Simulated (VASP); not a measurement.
A run of VASP 6.6.1:

The input INCAR:

```
ALGO     = Normal         # electronic algorithm
EDIFF    = 1E-6           # SCF threshold, eV
ENCUT    = 520            # plane-wave cutoff, eV
GGA      = PE             # functional
ISIF     = 2              # what is computed and relaxed
ISMEAR   = 0              # smearing method
LASPH    = T              # aspherical terms in the spheres
LCHARG   = F              # write CHGCAR
LREAL    = F              # projectors in reciprocal space
LWAVE    = F              # write WAVECAR
NBANDS   = 21             # bands
NELM     = 80             # most SCF steps
PREC     = Accurate       # precision mode
SIGMA    = 0.02           # smearing width, eV
```

File KPOINTS:

```
k-points
0
Gamma
  12 12 4
```

The input POSCAR:

```
BN
1.0
    2.5630299322      0.0000000000      0.0000000000
   -1.2815149661      2.2196490319      0.0000000000
    0.0000000000      0.0000000000      6.2781511762
B N
3 3
Direct
    0.0000000000      0.0000000000     -0.0000000521
    0.3333333333      0.6666666667      0.3333332812
    0.6666666667      0.3333333333      0.6666666146
    0.0000000000      0.0000000000      0.2500000521
    0.3333333333      0.6666666667      0.5833333854
    0.6666666667      0.3333333333      0.9166667188
```

Potentials or basis: VASP PAW PBE potentials, release 64 (B, N).

The run is started by

```bash
$ cat potpaw_PBE.64/B/POTCAR potpaw_PBE.64/N/POTCAR > POTCAR
$ mpirun -np 1 vasp_std > vasp.out
```

Hardware: 1 thread of Intel(R) Xeon(R) Platinum 8488C (Sapphire Rapids) (shared host).

Question: Estimate the wall time of this run.

Answer: Run time: 26 s on 1 thread of Intel(R) Xeon(R) Platinum 8488C (Sapphire Rapids), on a shared host, peak memory 0.16 GiB. Counts: scf iterations 13, k points 69.
